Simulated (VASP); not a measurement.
**H4NF: relaxation of cell and atoms with PBEsol**

The system is H4NF.

```xyz
6
Lattice="-2.6114 2.6114 2.2009 2.6114 -2.6114 2.2009 2.6114 2.6114 -2.2009" Properties=species:S:1:pos:R:3 pbc="T T T"
H     0.8751    3.4864    1.1004
H    -0.8751    1.7363    1.1004
H     3.4864   -0.8751    1.1004
H     1.7363    0.8751    1.1004
N     0.0000    0.0000    0.0000
F     0.0000    0.0000    2.2009
```

```json
{
 "Program": "VASP 6.6.1",
 "Task": "relaxation of cell and atoms",
 "Functional": "PBEsol",
 "Potentials or basis": "VASP PAW PBE potentials, release 64 (H, N, F)",
 "Cutoff": "600 eV",
 "k mesh": "6 × 6 × 6",
 "Occupations": "fermi-dirac, width 0.03 eV",
 "Spin": "no spin polarisation",
 "Dipole correction": "no",
 "Further INCAR settings": "ALGO = Normal; EDIFF = 1e-06; IBRION = 2; EDIFFG = -0.01; NSW = 100; ISIF = 3"
}
```

```json
{"Relaxed volume": "4.69 Å³/atom", "Relaxed cell": "a = 3.360 Å, b = 3.360 Å, c = 3.360 Å, α = 116.28°, β = 116.28°, γ = 96.57°", "Space group after relaxing (to 0.05 Å)": "I4/mmm (No. 139)", "Energy gained by relaxing": "1044.8 meV/atom", "Ionic steps": "23", "Pressure after relaxing": "0.0 GPa", "Largest force after relaxing": "0.010 eV/Å", "Band gap on the k mesh": "zero (band 8 reaches 3.14 eV, above the bottom of band 9 at 2.61 eV)"}
```

Forces in eV/Å, atoms in the order of the input:
```
H    0.007  0.007  0.000
H   -0.007 -0.007  0.000
H    0.007 -0.007  0.000
H   -0.007  0.007  0.000
N    0.000  0.000  0.000
F    0.000  0.000  0.000
```

Stress tensor (GPa, compression positive):
```
-0.20  0.00  0.00
 0.00 -0.20  0.00
 0.00  0.00  0.33
```

The path:
| step | energy change (eV) | largest force (eV/Å) | pressure (GPa) | volume (Å³) |
| --- | --- | --- | --- | --- |
| 1 | 0.0000 | 0.5107 | -20.48 | 60.03 |
| 2 | -1.4486 | 0.4875 | -20.21 | 49.59 |
| 3 | -2.8294 | 0.3405 | 41.41 | 25.55 |
| 4 | -3.1366 | 0.1958 | -4.90 | 34.69 |
| 5 | -3.2559 | 0.0324 | 2.88 | 31.95 |
| 6 | -4.7153 | 0.4836 | 9.46 | 27.87 |
| 7 | 2.5131 | 0.4768 | 245.03 | 15.56 |
| 8 | -5.2771 | 0.7818 | 20.25 | 25.22 |
| 9 | -5.2849 | 0.7936 | 31.79 | 23.66 |
| 10 | -5.3199 | 0.8066 | 27.51 | 24.16 |
| 11 | -5.7374 | 0.6685 | 3.12 | 26.89 |
| 12 | -5.7381 | 0.6891 | 4.72 | 26.67 |
| 13 | -5.9654 | 0.5824 | -0.81 | 27.83 |
| 14 | -6.1255 | 0.3872 | -7.04 | 29.55 |
| 15 | -6.1322 | 0.3422 | -8.16 | 29.93 |
| 16 | -6.2356 | 0.1631 | -1.08 | 28.51 |
| 17 | -6.2437 | 0.0968 | 1.79 | 28.01 |
| 18 | -6.2618 | 0.0029 | 0.43 | 27.91 |
| 19 | -6.2677 | 0.0296 | 0.70 | 27.94 |
| 20 | -6.2686 | 0.0190 | -0.04 | 28.11 |
| 21 | -6.2686 | 0.0159 | -0.28 | 28.15 |
| 22 | -6.2688 | 0.0094 | 0.00 | 28.12 |
| 23 | -6.2688 | 0.0099 | -0.02 | 28.12 |

Final structure:
```
H N F
1.0
    -1.77326    1.77326    2.23564
     1.77326   -1.77326    2.23564
     1.77326    1.77326   -2.23564
H N F
4 1 1
Direct
  0.99926 0.49926 0.99852
  0.50074 0.00074 0.00148
  0.00074 0.99926 0.50000
  0.49926 0.50074 0.50000
  0.00000 0.00000 0.00000
  0.50000 0.50000 0.00000
```

Levels at points of the mesh, in eV from the Fermi level:
```csv
k point,band 4,band 5,band 6,band 7,band 8,band 9,band 10,band 11,band 12
"(0.00, 0.00, 0.00)",-4.70,-4.70,-0.34,-0.34,0.53,0.75,0.93,0.93,4.87
"(0.50, 0.00, 0.00)",-5.59,-5.32,-4.91,-2.95,-1.19,3.34,5.02,7.11,7.63
"(0.50, 0.50, 0.00)",-8.17,-5.21,-1.25,-0.68,-0.28,0.06,3.39,8.21,8.33
"(0.50, 0.50, 0.50)",-7.90,-7.90,-0.69,-0.69,-0.22,5.24,7.13,7.87,9.38
```

Run time: 9.7 min on 1 thread of AMD EPYC 7R13 Processor (Zen 3), on a shared host, peak memory 0.18 GiB.

Caveat: the volume moved by over 15 % at a fixed basis, so the end points are rough; the PAW data sets were made with another functional, which shifts forces and pressure a little.
